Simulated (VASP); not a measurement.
# Ca (Fd-3m) in VASP: single point with LDA

Aim: the single point of Ca with LDA.

All numbers are computed with VASP 6.6.1; they aren't measurements. Logs are shortened: lines on timing, memory, paths and dates and some standing lists are left out, and cuts for length are marked.

## (1) The cell of the first run

It takes space group Fd-3m (No. 227, cubic). The conventional cell has a = 8.241 Å, b = 8.241 Å, c = 8.241 Å, α = 90.00°, β = 90.00°, γ = 90.00°. Ca (site symmetry -43m) has 4 Ca at 3.57 Å within 4.7 Å.

This isn't the form of Ca at room conditions, which is fcc.

## (2) Single point, LDA

Input file INCAR:

```
SYSTEM = Ca
PREC = Accurate
ENCUT = 520
EDIFF = 1E-7
ISMEAR = -1
SIGMA = 0.13605693000000002
LREAL = .FALSE.
LASPH = .TRUE.
NELM = 100
ALGO = Normal
ISIF = 2
LWAVE = .FALSE.
LCHARG = .FALSE.
NBANDS = 17
```

Input file KPOINTS:

```
regular mesh
0
G
  8 8 8
  0 0 0
```

Input file POSCAR:

```
Ca
1.0
    0.0000000000      4.1204805108      4.1204805108
    4.1204805108      0.0000000000      4.1204805108
    4.1204805108      4.1204805108      0.0000000000
Ca
2
Direct
    0.0000000000      0.0000000000      0.0000000000
    0.2500000000      0.2500000000      0.2500000000
```

Potentials or basis: VASP PAW LDA potentials, release 64 (Ca_sv).

Command:

```sh
$ cat potpaw_LDA.64/Ca_sv/POTCAR > POTCAR
$ mpirun -np 1 vasp_std > vasp.out
```

OUTCAR:

```text
SYSTEM = Ca
   PREC = Accurate
   ENCUT = 520
   EDIFF = 1E-7
   ISMEAR = -1
   LREAL = .FALSE.
   LASPH = .TRUE.
   NELM = 100
   ISIF = 2

 ion  position               nearest neighbor table
   1  0.000  0.000  0.000-
   2  0.250  0.250  0.250-

  LATTYP: Found a face centered cubic cell.
 ALAT       =     8.2409610216

  Lattice vectors:

 A1 = (   0.0000000000,   4.1204805108,   4.1204805108)
 A2 = (   4.1204805108,   0.0000000000,   4.1204805108)
 A3 = (   4.1204805108,   4.1204805108,   0.0000000000)

Analysis of symmetry for initial positions (statically):
=====================================================================
 Subroutine PRICEL returns:
 Original cell was already a primitive cell.

 Routine SETGRP: Setting up the symmetry group for a
 face centered cubic supercell.

 Subroutine GETGRP returns: Found 48 space group operations
 (whereof 24 operations were pure point group operations)
 out of a pool of 48 trial point group operations.

The static configuration has the point symmetry T_d .
 The point group associated with its full space group is O_h .

Analysis of symmetry for dynamics (positions and initial velocities):
=====================================================================
 Subroutine PRICEL returns:
 Original cell was already a primitive cell.

 Routine SETGRP: Setting up the symmetry group for a
 face centered cubic supercell.

 Subroutine GETGRP returns: Found 48 space group operations
 (whereof 24 operations were pure point group operations)
 out of a pool of 48 trial point group operations.

The dynamic configuration has the point symmetry T_d .
 The point group associated with its full space group is O_h .

 Subroutine INISYM returns: Found 48 space group operations
 (whereof 24 operations are pure point group operations),
 and found     1 'primitive' translations

----------------------------------------------------------------------------------------

                                     Primitive cell

  volume of cell :     139.9180

  direct lattice vectors                    reciprocal lattice vectors
     0.000000000  4.120480511  4.120480511    -0.121345071  0.121345071  0.121345071
     4.120480511  0.000000000  4.120480511     0.121345071 -0.121345071  0.121345071
     4.120480511  4.120480511  0.000000000     0.121345071  0.121345071 -0.121345071

  length of vectors
     5.827239422  5.827239422  5.827239422     0.210175828  0.210175828  0.210175828

  position of ions in fractional coordinates (direct lattice)
     0.000000000  0.000000000  0.000000000
     0.250000000  0.250000000  0.250000000

  ion indices of the primitive-cell ions
   primitive index   ion index
                 1           1
                 2           2

----------------------------------------------------------------------------------------

 KPOINTS: regular mesh

Automatic generation of k-mesh.
 Grid dimensions read from file:
 generate k-points for:    8    8    8

 Generating k-lattice:

  Cartesian coordinates                     Fractional coordinates (reciprocal lattice)
    -0.015168134  0.015168134  0.015168134     0.125000000  0.000000000  0.000000000
     0.015168134 -0.015168134  0.015168134     0.000000000  0.125000000  0.000000000
     0.015168134  0.015168134 -0.015168134     0.000000000  0.000000000  0.125000000

  Length of vectors
     0.026271979  0.026271979  0.026271979

  Shift w.r.t. Gamma in fractional coordinates (k-lattice)
     0.000000000  0.000000000  0.000000000

 Subroutine IBZKPT returns following result:
 ===========================================

 Found     29 irreducible k-points:

 Following reciprocal coordinates:
            Coordinates               Weight
  0.000000  0.000000  0.000000      1.000000
  0.125000  0.000000  0.000000      8.000000
  0.250000  0.000000  0.000000      8.000000
  0.375000  0.000000  0.000000      8.000000
  0.500000  0.000000  0.000000      4.000000
  0.125000  0.125000  0.000000      6.000000
[... 16 lines left out ...]
  0.500000  0.250000  0.125000     48.000000
 -0.375000  0.250000  0.125000     24.000000
 [... further k-points ...]
   k-points           NKPTS =     29   k-points in BZ     NKDIM =     29   number of bands    NBANDS=     17
   number of dos      NEDOS =    301   number of ions     NIONS =      2
   total plane-waves  NPLWV = 110592
   dimension x,y,z NGX =    48 NGY =   48 NGZ =   48
   dimension x,y,z NGXF=    96 NGYF=   96 NGZF=   96
   ions per type =               2
   NGX,Y,Z   is equivalent  to a cutoff of  13.69, 13.69, 13.69 a.u.
   NGXF,Y,Z  is equivalent  to a cutoff of  27.39, 27.39, 27.39 a.u.
 SYSTEM =  Ca
   PREC   = accura    normal or accurate (medium, high low for compatibility)
   ISTART =      0    job   : 0-new  1-cont  2-samecut
   ICHARG =      2    charge: 1-file 2-atom 10-const
   ISPIN  =      1    spin polarized calculation?
   LNONCOLLINEAR =      F non collinear calculations
   LSORBIT =      F    spin-orbit coupling
   LASPH  =      T    aspherical Exc in radial PAW
   ENCUT  =  520.0 eV  38.22 Ry    6.18 a.u.  10.83 10.83 10.83*2*pi/ulx,y,z
   NELM   =    100;   NELMIN=  2; NELMDL= -5     # of ELM steps
   EDIFF  = 0.1E-06   stopping-criterion for ELM
   LREAL  =      F    real-space projection
   EDIFFG = 0.1E-05   stopping-criterion for IOM
   NSW    =      0    number of steps for IOM
   IBRION =     -1    ionic relax: 0-MD 1-quasi-New 2-CG
   NFREE  =      0    steps in history (QN), initial steepest desc. (CG)
   ISIF   =      2    stress and relaxation
   ISYM   =      2    0-nonsym 1-usesym 2-fastsym
   POTIM  = 0.5000    time-step for ionic-motion
   TEBEG  =    0.0;   TEEND  =   0.0 temperature during run
   PSTRESS=    0.0 pullay stress
   NELECT =      20.0000    total number of electrons
   NUPDOWN=      -1.0000    fix difference up-down
   EMIN   =  10.00;   EMAX   =-10.00  energy-range for DOS
   EFERMI =   0.00;   METHOD = LEGACY
   ISMEAR =    -1;   SIGMA  =   0.14  broadening in eV -4-tet -1-fermi 0-gaus
   EFERMI_NEDOS =   21; number of points for ismear=-14 and -15
   IALGO  =     38    algorithm
   IMIX   =      4    mixing-type and parameters
     AMIX     =   0.40;   BMIX     =  1.00
     AMIX_MAG =   1.60;   BMIX_MAG =  1.00
  volume/ion in A,a.u.               =      69.96       472.11
  Fermi-wavevector in a.u.,A,eV,Ry     =   0.855973  1.617555  9.968860  0.732691
  Thomas-Fermi vector in A             =   1.972804
   LORBIT       =      0    0 simple, 1 ext, 2 COOP (PROOUT), +10 PAW based schemes
   GGA     = CA    functional components
   LHFCALC =     F    Hartree Fock is set to
   AEXX    =    0.0000 exact exchange contribution
   IVDW    =     0    specifies the selected vdW correction
   LEPSILON=     F    determine dielectric tensor
   LRPA    =     F    only Hartree local field effects (RPA)
 non-spin polarized calculation
  energy-cutoff  :      520.00
  volume of cell :      139.92
 maximum number of plane-waves:      3812
 NGX is ok and might be reduce to    48
   NGX = 21   NGY = 21   NGZ = 21

 number of electron      20.0000000 magnetization

 Free energy of the ion-electron system (eV)
  ---------------------------------------------------
  ext. energy  EPLUGINS =         0.00000000
  ---------------------------------------------------
  free energy    TOTEN  =        -2.25058794 eV

  energy without entropy =       -2.03107595  energy(sigma->0) =       -2.14083195

 E-fermi :   0.0353     XC(G=0):  -6.3017

 val. band max:        0.0047305860   @ k =  -0.3750   0.3750   0.1250
 cond. band min:       0.0842217731   @ k =   0.3750   0.2500   0.0000
 fundamental gap:      0.0794911871
 Fermi energy:         0.0353018055

 k-point     1 :       0.0000    0.0000    0.0000
  band No.  band energies     occupation
      1     -42.4147      2.00000
      2     -42.3840      2.00000
      3     -23.7153      2.00000
      4     -23.7153      2.00000
      5     -23.7153      2.00000
      6     -23.6204      2.00000
[... 9 lines left out ...]
     16       1.5393      0.00003
     17       1.5393      0.00003

 k-point     2 :       0.1250    0.0000    0.0000
  band No.  band energies     occupation
      1     -42.4138      2.00000
      2     -42.3849      2.00000
      3     -23.7168      2.00000
      4     -23.7168      2.00000
      5     -23.7147      2.00000
      6     -23.6213      2.00000
[... 9 lines left out ...]
     16       1.5448      0.00003
     17       1.5448      0.00003

 k-point     3 :       0.2500    0.0000    0.0000
  band No.  band energies     occupation
      1     -42.4115      2.00000
      2     -42.3873      2.00000
      3     -23.7201      2.00000
      4     -23.7201      2.00000
      5     -23.7130      2.00000
      6     -23.6235      2.00000
[... 9 lines left out ...]
     16       1.6117      0.00002
     17       1.6117      0.00002

 k-point     4 :       0.3750    0.0000    0.0000
  band No.  band energies     occupation
      1     -42.4086      2.00000
      2     -42.3902      2.00000
      3     -23.7232      2.00000
      4     -23.7232      2.00000
      5     -23.7113      2.00000
      6     -23.6257      2.00000
[... 9 lines left out ...]
     16       1.7874      0.00001
     17       1.7874      0.00001
[... 343 lines left out ...]
      1     -42.4094      2.00000
      2     -42.3894      2.00000
      3     -23.7273      2.00000
      4     -23.7239      2.00000
      5     -23.7026      2.00000
      6     -23.6340      2.00000
[... 9 lines left out ...]
     16       1.5690      0.00003
     17       1.7124      0.00001

 k-point    23 :       0.5000    0.2500    0.1250
  band No.  band energies     occupation
      1     -42.4065      2.00000
      2     -42.3923      2.00000
      3     -23.7313      2.00000
      4     -23.7267      2.00000
      5     -23.6966      2.00000
      6     -23.6403      2.00000
[... 9 lines left out ...]
     16       1.6527      0.00001
     17       1.9541      0.00000

 k-point    24 :      -0.3750    0.2500    0.1250
  band No.  band energies     occupation
      1     -42.4048      2.00000
      2     -42.3940      2.00000
      3     -23.7327      2.00000
      4     -23.7280      2.00000
      5     -23.6937      2.00000
      6     -23.6432      2.00000
[... 9 lines left out ...]
     16       1.7654      0.00001
     17       1.9840      0.00000

 [... further k-points ...]
[... 5 lines left out ...]
  --------------------------------------------------------------------------------------
  -------------------------------------------------------------------------------------
  Total       -0.0141896     -0.0141896     -0.0141896      0.0000000     -0.0000000     -0.0000000
  in kB       -0.1624825     -0.1624825     -0.1624825      0.0000000     -0.0000000     -0.0000000
  external PRESSURE =      -0.1624825 kB  Pullay stress =       0.0000000 kB

 VOLUME and BASIS-vectors are now :
 -----------------------------------------------------------------------------
  energy-cutoff  :      520.00
  volume of cell :      139.92
      direct lattice vectors                 reciprocal lattice vectors
     0.000000000  4.120480511  4.120480511    -0.121345071  0.121345071  0.121345071
     4.120480511  0.000000000  4.120480511     0.121345071 -0.121345071  0.121345071
     4.120480511  4.120480511  0.000000000     0.121345071  0.121345071 -0.121345071

 POSITION                                       TOTAL-FORCE (eV/Angst)
 -----------------------------------------------------------------------------------
      0.00000      0.00000      0.00000        -0.000000     -0.000000      0.000000
      2.06024      2.06024      2.06024         0.000000      0.000000     -0.000000
 -----------------------------------------------------------------------------------
    total drift:                               -0.000000     -0.000000     -0.000000

  FREE ENERGIE OF THE ION-ELECTRON SYSTEM (eV)
  ---------------------------------------------------
  free  energy   TOTEN  =        -2.2505879380 eV

  energy  without entropy=       -2.0310759544  energy(sigma->0) =       -2.14083195
```

Wall time 80 s (1 thread of Intel Xeon 8259CL, shared host); peak memory 0.27 GiB.

Results:

| Item | Value |
| --- | --- |
| Free energy | -2.2506 eV |
| Pressure | 0.0 GPa |
| Band gap on the k mesh | zero (bands 10 and 11 overlap by 0.84 eV) |
